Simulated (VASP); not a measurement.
# Ge (I4_1/amd) in VASP: a series of runs, part 2 of 2

VASP 6.6.1. The steps go on from the part before.

### 3 Single point, PBEsol

Contents of INCAR:

```
SYSTEM = Ge
ALGO = Normal
EDIFF = 1E-6
ENCUT = 520
GGA = PS
ISIF = 2
ISMEAR = -1
LASPH = .True.
LCHARG = .False.
LREAL = .False.
LWAVE = .False.
NBANDS = 21
NELM = 100
PREC = Accurate
SIGMA = 0.15
```

Contents of KPOINTS:

```
k-points
0
Gamma
  10 10 10
  0 0 0
```

Contents of POSCAR:

```
Ge
1.0
   -2.5745000000      2.5745000000      1.3974000000
    2.5745000000     -2.5745000000      1.3974000000
    2.5745000000      2.5745000000     -1.3974000000
Ge
2
Direct
    0.2500000000      0.7500000000      0.5000000000
    0.5000000000      0.5000000000      0.0000000000
```

Potentials or basis: VASP PAW PBE potentials, release 64 (Ge_d).

The run is started by

```sh
$ cat potpaw_PBE.64/Ge_d/POTCAR > POTCAR
$ mpirun -np 1 vasp_std > vasp.out
```

OUTCAR:

```text
SYSTEM = Ge
   EDIFF = 1E-6
   ENCUT = 520
   GGA = PS
   ISIF = 2
   ISMEAR = -1
   LASPH = .True.
   LREAL = .False.
   NELM = 100
   PREC = Accurate

 ion  position               nearest neighbor table
   1  0.250  0.750  0.500-   2 2.67   2 2.67   2 2.67   2 2.67
   2  0.500  0.500  0.000-   1 2.67   1 2.67   1 2.67   1 2.67

  LATTYP: Found a body centered tetragonal cell.
 ALAT       =     5.1490000000
 C/A-ratio  =     0.5427850068

  Lattice vectors:

 A1 = (  -2.5745000000,   2.5745000000,   1.3974000000)
 A2 = (   2.5745000000,  -2.5745000000,   1.3974000000)
 A3 = (   2.5745000000,   2.5745000000,  -1.3974000000)

Analysis of symmetry for initial positions (statically):
=====================================================================
 Subroutine PRICEL returns:
 Original cell was already a primitive cell.

 Routine SETGRP: Setting up the symmetry group for a
 body centered tetragonal supercell.

 Subroutine GETGRP returns: Found 16 space group operations
 (whereof  8 operations were pure point group operations)
 out of a pool of 16 trial point group operations.

The static configuration has the point symmetry D_2d.
 The point group associated with its full space group is D_4h.

Analysis of symmetry for dynamics (positions and initial velocities):
=====================================================================
 Subroutine PRICEL returns:
 Original cell was already a primitive cell.

 Routine SETGRP: Setting up the symmetry group for a
 body centered tetragonal supercell.

 Subroutine GETGRP returns: Found 16 space group operations
 (whereof  8 operations were pure point group operations)
 out of a pool of 16 trial point group operations.

The dynamic configuration has the point symmetry D_2d.
 The point group associated with its full space group is D_4h.

 Subroutine INISYM returns: Found 16 space group operations
[... 110 lines left out ...]
   EMIN   =  10.00;   EMAX   =-10.00  energy-range for DOS
   EFERMI =   0.00;   METHOD = LEGACY
   ISMEAR =    -1;   SIGMA  =   0.15  broadening in eV -4-tet -1-fermi 0-gaus
   EFERMI_NEDOS =   21; number of points for ismear=-14 and -15
   IALGO  =     38    algorithm
   IMIX   =      4    mixing-type and parameters
     AMIX     =   0.40;   BMIX     =  1.00
     AMIX_MAG =   1.60;   BMIX_MAG =  1.00
  volume/ion in A,a.u.               =      18.52       125.01
  Fermi-wavevector in a.u.,A,eV,Ry     =   1.491210  2.817977 30.255355  2.223706
  Thomas-Fermi vector in A             =   2.603894
   LORBIT       =      0    0 simple, 1 ext, 2 COOP (PROOUT), +10 PAW based schemes
   GGA     = PS    functional components
   LHFCALC =     F    Hartree Fock is set to
   AEXX    =    0.0000 exact exchange contribution
   IVDW    =     0    specifies the selected vdW correction
   LEPSILON=     F    determine dielectric tensor
   LRPA    =     F    only Hartree local field effects (RPA)
 non-spin polarized calculation
  energy-cutoff  :      520.00
  volume of cell :       37.05
 maximum number of plane-waves:      1021
 NGX is ok and might be reduce to    30
   NGX = 15   NGY = 15   NGZ = 15

 number of electron      28.0000028 magnetization

 Free energy of the ion-electron system (eV)
  ---------------------------------------------------
  ext. energy  EPLUGINS =         0.00000000
  ---------------------------------------------------
  free energy    TOTEN  =        -9.56258721 eV

  energy without entropy =       -9.50450064  energy(sigma->0) =       -9.53354392

 E-fermi :   6.6794     XC(G=0): -11.4691

 val. band max:        6.6663013678   @ k =  -0.1000   0.5000   0.1000
 cond. band min:       6.6916705387   @ k =   0.2000   0.1000   0.0000
 fundamental gap:      0.0253691709
 Fermi energy:         6.6794081186

 k-point     1 :       0.0000    0.0000    0.0000
  band No.  band energies     occupation
      1     -18.0115      2.00000
      2     -17.9675      2.00000
      3     -17.9358      2.00000
      4     -17.9352      2.00000
      5     -17.8286      2.00000
      6     -17.8286      2.00000
[... 565 lines left out ...]
     20      18.0025      0.00000
     21      19.0537      0.00000

 [... further k-points ...]

------------------------ aborting loop because EDIFF is reached ----------------------------------------

  FORCE on cell =-STRESS in cart. coord.  units (eV):
  Direction    XX          YY          ZZ          XY          YZ          ZX
  --------------------------------------------------------------------------------------
  -------------------------------------------------------------------------------------
  Total       -0.1544833     -0.1544833     -0.1414722      0.0000000      0.0000000      0.0000000
  in kB       -6.6807543     -6.6807543     -6.1180787      0.0000000      0.0000000      0.0000000
  external PRESSURE =      -6.4931958 kB  Pullay stress =       0.0000000 kB

 VOLUME and BASIS-vectors are now :
 -----------------------------------------------------------------------------
  energy-cutoff  :      520.00
  volume of cell :       37.05
      direct lattice vectors                 reciprocal lattice vectors
    -2.574500000  2.574500000  1.397400000     0.000000000  0.194212468  0.357807357
     2.574500000 -2.574500000  1.397400000     0.194212468  0.000000000  0.357807357
     2.574500000  2.574500000 -1.397400000     0.194212468  0.194212468  0.000000000

 POSITION                                       TOTAL-FORCE (eV/Angst)
 -----------------------------------------------------------------------------------
      2.57450      0.00000      0.69870        -0.000000     -0.000000     -0.000000
      0.00000      0.00000      1.39740         0.000000      0.000000      0.000000
 -----------------------------------------------------------------------------------
    total drift:                                0.000000     -0.000000      0.000000

  FREE ENERGIE OF THE ION-ELECTRON SYSTEM (eV)
  ---------------------------------------------------
  free  energy   TOTEN  =        -9.5625872057 eV

  energy  without entropy=       -9.5045006371  energy(sigma->0) =       -9.53354392
```

OSZICAR:

```text
N       E                     dE             d eps       ncg     rms          rms(c)
DAV:   1     0.177269094023E+03    0.17727E+03   -0.14073E+04  4827   0.383E+03
DAV:   2     0.145641423756E+02   -0.16270E+03   -0.15793E+03  4304   0.606E+02
DAV:   3    -0.895521633969E+01   -0.23519E+02   -0.23337E+02  4902   0.133E+02
DAV:   4    -0.959795027838E+01   -0.64273E+00   -0.64232E+00  4754   0.258E+01
DAV:   5    -0.960752714757E+01   -0.95769E-02   -0.95767E-02  4878   0.343E+00    0.217E+00
DAV:   6    -0.957532962097E+01    0.32198E-01   -0.32579E-02  5876   0.319E+00    0.118E+00
DAV:   7    -0.956310854860E+01    0.12221E-01   -0.17552E-02  5815   0.205E+00    0.137E-01
DAV:   8    -0.956258303999E+01    0.52551E-03   -0.23665E-03  5153   0.895E-01    0.450E-02
DAV:   9    -0.956258692603E+01   -0.38860E-05   -0.56201E-05  5312   0.973E-02    0.102E-02
DAV:  10    -0.956258720572E+01   -0.27969E-06   -0.28657E-06  4240   0.214E-02
   1 F= -.95625872E+01 E0= -.95335439E+01  d E =-.580866E-01
```

stdout:

```text
POSCAR found type information on POSCAR Ge
 POSCAR found :  1 types and       2 ions
 scaLAPACK will be used
 -----------------------------------------------------------------------------
|                                                                             |
|                                                                             |
|     You enforced a specific xc type in the INCAR file but a different       |
|     I HOPE YOU KNOW WHAT YOU ARE DOING!                                     |
|                                                                             |
 -----------------------------------------------------------------------------

 LDA part: xc-table for (Slater+PW92), standard interpolation
 POSCAR, INCAR and KPOINTS ok, starting setup
 FFT: planning ... GRIDC
 FFT: planning ... GRID_SOFT
 FFT: planning ... GRID
 WAVECAR not read
 entering main loop
```

It took 99 s on 1 thread of Intel Xeon 8259CL, shared host; peak memory 0.21 GiB.

Results:

```
Free energy            : -9.5626 eV
Pressure               : -0.6 GPa
Band gap on the k mesh : zero (bands 14 and 15 overlap by 4.71 eV)
```

Caveat: the PAW data sets were made with another functional, which shifts forces and pressure a little.

### 4 Single point, PBEsol

Contents of INCAR:

```
PREC = Accurate
ENCUT = 520
EDIFF = 1E-6
ISMEAR = -1
SIGMA = 0.1
LREAL = F
LASPH = T
NELM = 100
ALGO = Normal
ISIF = 2
LWAVE = F
LCHARG = F
GGA = PS
NBANDS = 21
```

Contents of KPOINTS:

```
regular mesh
0
Gamma
  10 10 10
```

POSCAR is that of step 3.

Potentials or basis: VASP PAW PBE potentials, release 64 (Ge_d).

The run is started by

```sh
$ cat potpaw_PBE.64/Ge_d/POTCAR > POTCAR
$ mpirun -np 1 vasp_std > vasp.out
```

OUTCAR:

```text
PREC = Accurate
   ENCUT = 520
   EDIFF = 1E-6
   ISMEAR = -1
   LREAL = F
   LASPH = T
   NELM = 100
   ISIF = 2
   GGA = PS

 ion  position               nearest neighbor table
   1  0.250  0.750  0.500-   2 2.67   2 2.67   2 2.67   2 2.67
   2  0.500  0.500  0.000-   1 2.67   1 2.67   1 2.67   1 2.67

  LATTYP: Found a body centered tetragonal cell.
 ALAT       =     5.1490000000
 C/A-ratio  =     0.5427850068

  Lattice vectors:

 A1 = (  -2.5745000000,   2.5745000000,   1.3974000000)
 A2 = (   2.5745000000,  -2.5745000000,   1.3974000000)
 A3 = (   2.5745000000,   2.5745000000,  -1.3974000000)

Analysis of symmetry for initial positions (statically):
=====================================================================
 Subroutine PRICEL returns:
 Original cell was already a primitive cell.

 Routine SETGRP: Setting up the symmetry group for a
 body centered tetragonal supercell.

 Subroutine GETGRP returns: Found 16 space group operations
 (whereof  8 operations were pure point group operations)
 out of a pool of 16 trial point group operations.

The static configuration has the point symmetry D_2d.
 The point group associated with its full space group is D_4h.

Analysis of symmetry for dynamics (positions and initial velocities):
=====================================================================
 Subroutine PRICEL returns:
 Original cell was already a primitive cell.

 Routine SETGRP: Setting up the symmetry group for a
 body centered tetragonal supercell.

 Subroutine GETGRP returns: Found 16 space group operations
 (whereof  8 operations were pure point group operations)
 out of a pool of 16 trial point group operations.

The dynamic configuration has the point symmetry D_2d.
 The point group associated with its full space group is D_4h.
[... 110 lines left out ...]
   NELECT =      28.0000    total number of electrons
   NUPDOWN=      -1.0000    fix difference up-down
   EMIN   =  10.00;   EMAX   =-10.00  energy-range for DOS
   EFERMI =   0.00;   METHOD = LEGACY
   ISMEAR =    -1;   SIGMA  =   0.10  broadening in eV -4-tet -1-fermi 0-gaus
   EFERMI_NEDOS =   21; number of points for ismear=-14 and -15
   IALGO  =     38    algorithm
   IMIX   =      4    mixing-type and parameters
     AMIX     =   0.40;   BMIX     =  1.00
     AMIX_MAG =   1.60;   BMIX_MAG =  1.00
  volume/ion in A,a.u.               =      18.52       125.01
  Fermi-wavevector in a.u.,A,eV,Ry     =   1.491210  2.817977 30.255355  2.223706
  Thomas-Fermi vector in A             =   2.603894
   LORBIT       =      0    0 simple, 1 ext, 2 COOP (PROOUT), +10 PAW based schemes
   GGA     = PS    functional components
   LHFCALC =     F    Hartree Fock is set to
   AEXX    =    0.0000 exact exchange contribution
   IVDW    =     0    specifies the selected vdW correction
   LEPSILON=     F    determine dielectric tensor
   LRPA    =     F    only Hartree local field effects (RPA)
 non-spin polarized calculation
  energy-cutoff  :      520.00
  volume of cell :       37.05
 maximum number of plane-waves:      1021
 NGX is ok and might be reduce to    30
   NGX = 15   NGY = 15   NGZ = 15

 number of electron      28.0000028 magnetization

 Free energy of the ion-electron system (eV)
  ---------------------------------------------------
  ext. energy  EPLUGINS =         0.00000000
  ---------------------------------------------------
  free energy    TOTEN  =        -9.54658329 eV

  energy without entropy =       -9.52121862  energy(sigma->0) =       -9.53390095

 E-fermi :   6.6866     XC(G=0): -11.4691

 val. band max:        6.6665652929   @ k =  -0.1000   0.5000   0.1000
 cond. band min:       6.6919376515   @ k =  -0.2000   0.3000   0.2000
 fundamental gap:      0.0253723587
 Fermi energy:         6.6866152626

 k-point     1 :       0.0000    0.0000    0.0000
  band No.  band energies     occupation
      1     -18.0123      2.00000
      2     -17.9679      2.00000
      3     -17.9365      2.00000
      4     -17.9356      2.00000
      5     -17.8291      2.00000
      6     -17.8291      2.00000
[... 565 lines left out ...]
     20      18.0025      0.00000
     21      19.0537      0.00000

 [... further k-points ...]

------------------------ aborting loop because EDIFF is reached ----------------------------------------

  FORCE on cell =-STRESS in cart. coord.  units (eV):
  Direction    XX          YY          ZZ          XY          YZ          ZX
  --------------------------------------------------------------------------------------
  -------------------------------------------------------------------------------------
  Total       -0.1857830     -0.1857830     -0.1414410      0.0000000      0.0000000      0.0000000
  in kB       -8.0343386     -8.0343386     -6.1167327      0.0000000      0.0000000      0.0000000
  external PRESSURE =      -7.3951367 kB  Pullay stress =       0.0000000 kB

 VOLUME and BASIS-vectors are now :
 -----------------------------------------------------------------------------
  energy-cutoff  :      520.00
  volume of cell :       37.05
      direct lattice vectors                 reciprocal lattice vectors
    -2.574500000  2.574500000  1.397400000     0.000000000  0.194212468  0.357807357
     2.574500000 -2.574500000  1.397400000     0.194212468  0.000000000  0.357807357
     2.574500000  2.574500000 -1.397400000     0.194212468  0.194212468  0.000000000

 POSITION                                       TOTAL-FORCE (eV/Angst)
 -----------------------------------------------------------------------------------
      2.57450      0.00000      0.69870         0.000000     -0.000000     -0.000000
      0.00000      0.00000      1.39740        -0.000000      0.000000      0.000000
 -----------------------------------------------------------------------------------
    total drift:                                0.000000     -0.000000      0.000000

  FREE ENERGIE OF THE ION-ELECTRON SYSTEM (eV)
  ---------------------------------------------------
  free  energy   TOTEN  =        -9.5465832918 eV

  energy  without entropy=       -9.5212186164  energy(sigma->0) =       -9.53390095
```

Run time: 1.9 min. Hardware: 1 thread of Intel Xeon 8259CL, shared host; peak memory 0.21 GiB.

Results:

| Property | Result |
| --- | --- |
| Free energy | -9.5466 eV |
| Pressure | -0.7 GPa |
| Band gap on the k mesh | zero (bands 14 and 15 overlap by 4.71 eV) |

Levels at points of the mesh, in eV from the Fermi level:
| k point | band 12 | band 13 | band 14 | band 15 | band 16 | band 17 |
| --- | --- | --- | --- | --- | --- | --- |
| (0.00, 0.00, 0.00) | -4.10 | -2.37 | -2.37 | 3.22 | 7.56 | 7.56 |
| (0.50, 0.00, 0.00) | -6.42 | -2.66 | -2.04 | -1.38 | 2.43 | 3.53 |
| (0.50, 0.50, 0.00) | -10.60 | 0.58 | 0.58 | 1.88 | 1.88 | 7.50 |
| (0.50, 0.50, 0.50) | -8.91 | -5.96 | -5.96 | 6.13 | 6.13 | 10.98 |

Caveat: the PAW data sets were made with another functional, which shifts forces and pressure a little.

### 5 Single point, PBEsol

Contents of INCAR:

```
ALGO = Normal
EDIFF = 1E-6
ENCUT = 520
GGA = PS
ISIF = 2
ISMEAR = -1
LASPH = T
LCHARG = F
LREAL = F
LWAVE = F
NBANDS = 21
NELM = 80
PREC = Accurate
SIGMA = 0.05
```

Contents of KPOINTS:

```
k-points
0
Gamma
  10 10 10
```

POSCAR is that of step 4.

The run is started by

```sh
$ cat potpaw_PBE.64/Ge_d/POTCAR > POTCAR
$ mpirun -np 1 vasp_std > vasp.out
```

It took 1.8 min on 1 thread of Intel Xeon 8259CL, shared host; peak memory 0.21 GiB.

The run converged. Its results:

```
Free energy            : -9.5371 eV
Pressure               : -0.8 GPa
Band gap on the k mesh : zero (bands 14 and 15 overlap by 4.71 eV)
```

Stress tensor (GPa, compression positive):
```
-0.91  0.00  0.00
 0.00 -0.91  0.00
 0.00  0.00 -0.55
```

Levels at points of the mesh, in eV from the Fermi level:
```tsv
k point	band 10	band 11	band 12	band 13	band 14	band 15	band 16	band 17	band 18	band 19
(0.00, 0.00, 0.00)	-24.39	-13.35	-4.10	-2.37	-2.37	3.21	7.56	7.56	8.12	8.33
(0.50, 0.00, 0.00)	-24.43	-8.08	-6.43	-2.67	-2.05	-1.38	2.43	3.53	5.48	8.76
(0.50, 0.50, 0.00)	-24.47	-10.60	-10.60	0.58	0.58	1.87	1.87	7.49	7.49	11.39
(0.50, 0.50, 0.50)	-24.51	-8.91	-8.91	-5.96	-5.96	6.13	6.13	10.98	10.98	15.41
```

Caveat: the PAW data sets were made with another functional, which shifts forces and pressure a little.

### 6 Single point, PBEsol

Contents of INCAR:

```
PREC = Accurate ; ENCUT = 520
EDIFF = 1E-6 ; ISMEAR = -1
SIGMA = 0.025 ; LREAL = F
LASPH = T ; NELM = 80
ALGO = Normal ; ISIF = 2
LWAVE = F ; LCHARG = F
GGA = PS ; NBANDS = 21
```

Contents of KPOINTS:

```
Automatic mesh
0
Gamma
  10 10 10
```

POSCAR is that of step 5.

Potentials or basis: VASP PAW PBE potentials, release 64 (Ge_d).

The run is started by

```sh
$ cat potpaw_PBE.64/Ge_d/POTCAR > POTCAR
$ mpirun -np 1 vasp_std > vasp.out
```

It took 93 s on 1 thread of Intel Xeon 8259CL, shared host; peak memory 0.21 GiB.

It converged, with:

```yaml
Free_energy: -9.5346 eV
Pressure: -0.8 GPa
Band_gap_on_the_k_mesh: zero (bands 14 and 15 overlap by 4.71 eV)
```

Stress tensor (GPa, compression positive):
```
-0.99  0.00  0.00
 0.00 -0.99  0.00
 0.00  0.00 -0.50
```

Levels at points of the mesh, in eV from the Fermi level:
| k point | band 12 | band 13 | band 14 | band 15 | band 16 | band 17 |
| --- | --- | --- | --- | --- | --- | --- |
| (0.00, 0.00, 0.00) | -4.10 | -2.37 | -2.37 | 3.21 | 7.56 | 7.56 |
| (0.50, 0.00, 0.00) | -6.43 | -2.67 | -2.05 | -1.38 | 2.43 | 3.53 |
| (0.50, 0.50, 0.00) | -10.60 | 0.58 | 0.58 | 1.87 | 1.87 | 7.50 |
| (0.50, 0.50, 0.50) | -8.91 | -5.96 | -5.96 | 6.13 | 6.13 | 10.98 |

Caveat: the PAW data sets were made with another functional, which shifts forces and pressure a little.

### 7 The runs side by side

```tsv
smearing	gap on the mesh (eV)	pressure (GPa)
fermi-dirac 0.25 eV	none	-0.3
fermi-dirac 0.15 eV	none	-0.6
fermi-dirac 0.1 eV	none	-0.7
fermi-dirac 0.05 eV	none	-0.8
fermi-dirac 0.025 eV	none	-0.8
```

Alike in all rows: task single point; level PBEsol; potentials or basis VASP PAW PBE potentials, release 64 (Ge_d); no spin polarisation; cell as given; k mesh 10 × 10 × 10; cutoff (eV) 520.

Caveats: the PAW data sets were made with another functional, which shifts forces and pressure a little.

Absolute energies hang on the potentials; compare differences alone.
